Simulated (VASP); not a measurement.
# SiO2 (Cristobalite) (P4_12_12) in VASP: notebook

SiO2 (Cristobalite) is run at these levels: PBE, r2SCAN; tasks: electric field gradients.

Program: VASP 6.6.1. These are calculated values, not measurements. Logs are shortened: lines on timing, memory, paths and dates and some standing lists are left out, and cuts for length are marked.

### 1 The cell of the first run

The structure is tetragonal, space group P4_12_12 (No. 92). Conventional cell: a = 4.989 Å, b = 4.989 Å, c = 6.991 Å, α = 90.00°, β = 90.00°, γ = 90.00°. Within 2.1 Å of Si (site symmetry 2) lie 4 O at 1.60 to 1.61 Å. Within 2.1 Å of O (site symmetry 1) lie 2 Si at 1.60 to 1.61 Å.

### 2 Electric field gradients, PBE

INCAR

```
SYSTEM = SiO2
PREC = Accurate
ENCUT = 520
EDIFF = 1E-8
ISMEAR = -1
SIGMA = 0.02
LREAL = .False.
LASPH = .True.
NELM = 80
ALGO = Normal
ISIF = 2
LWAVE = .False.
LCHARG = .False.
GGA = PE
LEFG = .True.
NBANDS = 44
```

KPOINTS

```
regular mesh
0
Gamma
  4 4 3
  0 0 0
```

POSCAR

```
SiO2
1.0
    4.9890000000      0.0000000000      0.0000000000
    0.0000000000      4.9890000000      0.0000000000
    0.0000000000      0.0000000000      6.9910000000
Si O
4 8
Direct
    0.2976700000      0.2976700000      0.0000000000
    0.2023300000      0.7976700000      0.2500000000
    0.7023300000      0.7023300000      0.5000000000
    0.7976700000      0.2023300000      0.7500000000
    0.2410200000      0.0999400000      0.1760200000
    0.4000600000      0.7410200000      0.4260200000
    0.7589800000      0.9000600000      0.6760200000
    0.5999400000      0.2589800000      0.9260200000
    0.7410200000      0.4000600000      0.5739800000
    0.9000600000      0.7589800000      0.3239800000
    0.2589800000      0.5999400000      0.0739800000
    0.0999400000      0.2410200000      0.8239800000
```

Potentials or basis: VASP PAW PBE potentials, release 64 (Si, O).

The run is started by

```bash
$ cat potpaw_PBE.64/Si/POTCAR potpaw_PBE.64/O/POTCAR > POTCAR
$ mpirun -np 1 vasp_std > vasp.out
```

OUTCAR:

```text
SYSTEM = SiO2
   PREC = Accurate
   ENCUT = 520
   EDIFF = 1E-8
   ISMEAR = -1
   LREAL = .False.
   LASPH = .True.
   NELM = 80
   ISIF = 2
   GGA = PE

 ion  position               nearest neighbor table
   1  0.298  0.298  0.000-   5 1.60  12 1.60  11 1.61   8 1.61   2 3.08   4 3.08   2 3.08   4 3.08

   2  0.202  0.798  0.250-   6 1.60  11 1.60  10 1.61   5 1.61   1 3.08   3 3.08   1 3.08   3 3.08

   3  0.702  0.702  0.500-   7 1.60  10 1.60   9 1.61   6 1.61   2 3.08   4 3.08   4 3.08   2 3.08

   4  0.798  0.202  0.750-   8 1.60   9 1.60   7 1.61  12 1.61   1 3.08   3 3.08   3 3.08   1 3.08

   5  0.241  0.100  0.176-   1 1.60   2 1.61
   6  0.400  0.741  0.426-   2 1.60   3 1.61
   7  0.759  0.900  0.676-   3 1.60   4 1.61
   8  0.600  0.259  0.926-   4 1.60   1 1.61
   9  0.741  0.400  0.574-   4 1.60   3 1.61
  10  0.900  0.759  0.324-   3 1.60   2 1.61
  11  0.259  0.600  0.074-   2 1.60   1 1.61
  12  0.100  0.241  0.824-   1 1.60   4 1.61

  LATTYP: Found a simple tetragonal cell.
 ALAT       =     4.9890000000
 C/A-ratio  =     1.4012828222

  Lattice vectors:

 A1 = (   4.9890000000,   0.0000000000,   0.0000000000)
 A2 = (   0.0000000000,   4.9890000000,   0.0000000000)
 A3 = (   0.0000000000,   0.0000000000,   6.9910000000)

Analysis of symmetry for initial positions (statically):
=====================================================================
 Subroutine PRICEL returns:
 Original cell was already a primitive cell.

 Routine SETGRP: Setting up the symmetry group for a
 simple tetragonal supercell.

 Subroutine GETGRP returns: Found  8 space group operations
 (whereof  2 operations were pure point group operations)
 out of a pool of 16 trial point group operations.

The static configuration has the point symmetry C_2 .
 The point group associated with its full space group is D_4 .

Analysis of symmetry for dynamics (positions and initial velocities):
=====================================================================
 Subroutine PRICEL returns:
 Original cell was already a primitive cell.

 Routine SETGRP: Setting up the symmetry group for a
 simple tetragonal supercell.

 Subroutine GETGRP returns: Found  8 space group operations
[... 742 lines left out ...]
  energy-cutoff  :      520.00
  volume of cell :      174.01
      direct lattice vectors                 reciprocal lattice vectors
     4.989000000  0.000000000  0.000000000     0.200440970  0.000000000  0.000000000
     0.000000000  4.989000000  0.000000000     0.000000000  0.200440970  0.000000000
     0.000000000  0.000000000  6.991000000     0.000000000  0.000000000  0.143041053

 POSITION                                       TOTAL-FORCE (eV/Angst)
 -----------------------------------------------------------------------------------
      1.48508      1.48508      0.00000         0.081566      0.081566     -0.000000
      1.00942      3.97958      1.74775        -0.081566      0.081566     -0.000000
      3.50392      3.50392      3.49550        -0.081566     -0.081566     -0.000000
      3.97958      1.00942      5.24325         0.081566     -0.081566     -0.000000
      1.20245      0.49860      1.23056        -0.093898      0.126844      0.419554
      1.99590      3.69695      2.97831        -0.126844     -0.093898      0.419554
      3.78655      4.49040      4.72606         0.093898     -0.126844      0.419554
      2.99310      1.29205      6.47381         0.126844      0.093898      0.419554
      3.69695      1.99590      4.01269        -0.093898     -0.126844     -0.419554
      4.49040      3.78655      2.26494        -0.126844      0.093898     -0.419554
      1.29205      2.99310      0.51719         0.093898      0.126844     -0.419554
      0.49860      1.20245      5.76044         0.126844     -0.093898     -0.419554
 -----------------------------------------------------------------------------------
    total drift:                               -0.000000      0.000000     -0.000000

  FREE ENERGIE OF THE ION-ELECTRON SYSTEM (eV)
  ---------------------------------------------------
  free  energy   TOTEN  =       -94.7822346199 eV

  energy  without entropy=      -94.7822346199  energy(sigma->0) =      -94.78223462

 Electric field gradients (V/A^2)
---------------------------------------------------------------------
 ion       V_xx      V_yy      V_zz      V_xy      V_xz      V_yz
---------------------------------------------------------------------
   1       0.571     0.571    -1.142     0.394     1.919    -1.919
   2       0.571     0.571    -1.142    -0.394     1.919     1.919
   3       0.571     0.571    -1.142     0.394    -1.919     1.919
   4       0.571     0.571    -1.142    -0.394    -1.919    -1.919
   5     -45.891    43.028     2.862    17.368   -12.436   -57.758
   6      43.028   -45.891     2.862   -17.368    57.758   -12.436
   7     -45.891    43.028     2.862    17.368    12.436    57.758
   8      43.028   -45.891     2.862   -17.368   -57.758    12.436
   9     -45.891    43.028     2.862   -17.368    12.436   -57.758
  10      43.028   -45.891     2.862    17.368   -57.758   -12.436
  11     -45.891    43.028     2.862   -17.368   -12.436    57.758
  12      43.028   -45.891     2.862    17.368    57.758    12.436
---------------------------------------------------------------------

 Electric field gradients after diagonalization (V/A^2)
 (convention: |V_zz| > |V_xx| > |V_yy|)
----------------------------------------------------------------------
 ion       V_xx      V_yy      V_zz     asymmetry (V_yy - V_xx)/ V_zz
----------------------------------------------------------------------
   1       2.311     0.965    -3.276       0.411
   2       2.311     0.965    -3.276       0.411
   3       2.311     0.965    -3.276       0.411
   4       2.311     0.965    -3.276       0.411
   5     -49.312   -38.204    87.516       0.127
   6     -49.312   -38.204    87.516       0.127
   7     -49.312   -38.204    87.516       0.127
   8     -49.312   -38.204    87.516       0.127
   9     -49.312   -38.204    87.516       0.127
  10     -49.312   -38.204    87.516       0.127
  11     -49.312   -38.204    87.516       0.127
  12     -49.312   -38.204    87.516       0.127
----------------------------------------------------------------------

           NMR quadrupolar parameters

 Cq : quadrupolar parameter    Cq=e*Q*V_zz/h
 eta: asymmetry parameters     (V_yy - V_xx)/ V_zz
 Q  : nuclear electric quadrupole moment in mb (millibarn)
----------------------------------------------------------------------
 ion       Cq(MHz)       eta       Q (mb)
----------------------------------------------------------------------
   1      -0.008       0.411       1.000
   2      -0.008       0.411       1.000
   3      -0.008       0.411       1.000
   4      -0.008       0.411       1.000
   5       0.212       0.127       1.000
   6       0.212       0.127       1.000
   7       0.212       0.127       1.000
   8       0.212       0.127       1.000
   9       0.212       0.127       1.000
  10       0.212       0.127       1.000
  11       0.212       0.127       1.000
  12       0.212       0.127       1.000
----------------------------------------------------------------------
```

OSZICAR:

```text
N       E                     dE             d eps       ncg     rms          rms(c)
DAV:   1     0.412855058080E+03    0.41286E+03   -0.32751E+04  1064   0.132E+03
DAV:   2    -0.765168275223E+02   -0.48937E+03   -0.47400E+03  1352   0.314E+02
DAV:   3    -0.107662501550E+03   -0.31146E+02   -0.31014E+02  1312   0.843E+01
DAV:   4    -0.108062355770E+03   -0.39985E+00   -0.39913E+00  1304   0.105E+01
DAV:   5    -0.108069532472E+03   -0.71767E-02   -0.71721E-02  1296   0.138E+00    0.302E+01
DAV:   6    -0.947943888297E+02    0.13275E+02   -0.50128E+01  1228   0.327E+01    0.143E+01
DAV:   7    -0.947847261252E+02    0.96627E-02   -0.15412E+00  1320   0.511E+00    0.516E+00
DAV:   8    -0.947688898254E+02    0.15836E-01   -0.85124E-02  1248   0.176E+00    0.200E+00
DAV:   9    -0.947795127482E+02   -0.10623E-01   -0.44569E-02  1224   0.121E+00    0.362E-01
DAV:  10    -0.947822095948E+02   -0.26968E-02   -0.40275E-03  1144   0.307E-01    0.109E-01
DAV:  11    -0.947822150944E+02   -0.54997E-05   -0.93727E-04  1288   0.161E-01    0.161E-02
DAV:  12    -0.947822290841E+02   -0.13990E-04   -0.27035E-05  1216   0.267E-02    0.156E-02
DAV:  13    -0.947822338669E+02   -0.47828E-05   -0.63430E-06  1184   0.132E-02    0.515E-03
DAV:  14    -0.947822346243E+02   -0.75742E-06   -0.96033E-07  1264   0.520E-03    0.126E-03
DAV:  15    -0.947822346422E+02   -0.17857E-07   -0.44830E-08  1060   0.120E-03    0.600E-04
DAV:  16    -0.947822346237E+02    0.18419E-07   -0.34150E-09   920   0.307E-04    0.218E-04
DAV:  17    -0.947822346199E+02    0.38126E-08   -0.21044E-09   692   0.231E-04
   1 F= -.94782235E+02 E0= -.94782235E+02  d E =-.438446E-11
```

stdout:

```text
POSCAR found type information on POSCAR SiO
 POSCAR found :  2 types and      12 ions
 scaLAPACK will be used
 LDA part: xc-table for (Slater+PW92), standard interpolation
 POSCAR, INCAR and KPOINTS ok, starting setup
 FFT: planning ... GRIDC
 FFT: planning ... GRID_SOFT
 FFT: planning ... GRID
 WAVECAR not read
 entering main loop
ion   1

ion   2

ion   3

ion   4

ion   5
     0.0000293    -3.7797118    12.3703199    -0.5578860     2.5767930     9.3397596
     0.0000403    -3.7797118    12.3703198    -0.5578860     2.5767930     9.3397596
     0.0000555    -3.7797117    12.3703196    -0.5578860     2.5767930     9.3397594
     0.0000765    -3.7797116    12.3703193    -0.5578860     2.5767929     9.3397591
[... 72 lines left out ...]
ion  12
     0.0000293    -3.7797118    -2.5767930    -0.5578860   -12.3703199    -9.3397596
     0.0000403    -3.7797118    -2.5767930    -0.5578860   -12.3703198    -9.3397596
     0.0000555    -3.7797117    -2.5767930    -0.5578860   -12.3703196    -9.3397594
     0.0000765    -3.7797116    -2.5767929    -0.5578860   -12.3703193    -9.3397591

     0.0000293   -13.9484218    -9.7823659    -1.9378774   -46.0597340   -35.0912398
     0.0000403   -13.9484192    -9.7823641    -1.9378770   -46.0597254   -35.0912333
     0.0000555   -13.9484148    -9.7823609    -1.9378764   -46.0597108   -35.0912221
     0.0000765   -13.9484074    -9.7823557    -1.9378754   -46.0596863   -35.0912034
```

Wall time 1.8 min (1 thread of Intel Xeon Platinum 8259CL at 2.50GHz (Skylake/Cascade Lake), shared host); peak memory 0.29 GiB.

What came out:

```yaml
Free_energy: -94.7822 eV
Pressure: 7.0 GPa
Largest_force: 0.448 eV/Å
Band_gap_on_the_k_mesh: 5.77 eV, direct
```

Forces on the atoms (eV/Å):
```
Si   0.082  0.082  0.000
Si  -0.082  0.082  0.000
Si  -0.082 -0.082  0.000
Si   0.082 -0.082  0.000
O   -0.094  0.127  0.420
O   -0.127 -0.094  0.420
O    0.094 -0.127  0.420
O    0.127  0.094  0.420
O   -0.094 -0.127 -0.420
O   -0.127  0.094 -0.420
O    0.094  0.127 -0.420
O    0.127 -0.094 -0.420
```

Stress tensor (GPa, compression positive):
```
6.83 0.00 0.00
0.00 6.83 0.00
0.00 0.00 7.34
```

Electric field gradients, principal values (V/Å²):
| atom | least | middle | greatest (by size) |
| --- | --- | --- | --- |
| 1 Si | 0.965 | 2.311 | -3.276 |
| 2 Si | 0.965 | 2.311 | -3.276 |
| 3 Si | 0.965 | 2.311 | -3.276 |
| 4 Si | 0.965 | 2.311 | -3.276 |
| 5 O | -38.204 | -49.312 | 87.516 |
| 6 O | -38.204 | -49.312 | 87.516 |
| 7 O | -38.204 | -49.312 | 87.516 |
| 8 O | -38.204 | -49.312 | 87.516 |
| 9 O | -38.204 | -49.312 | 87.516 |
| 10 O | -38.204 | -49.312 | 87.516 |
| 11 O | -38.204 | -49.312 | 87.516 |
| 12 O | -38.204 | -49.312 | 87.516 |

Caveat: without QUAD_EFG the Cq values of the log hold for a quadrupole moment of 1 mb, not for the nuclei.

[end of part 1 of 3]
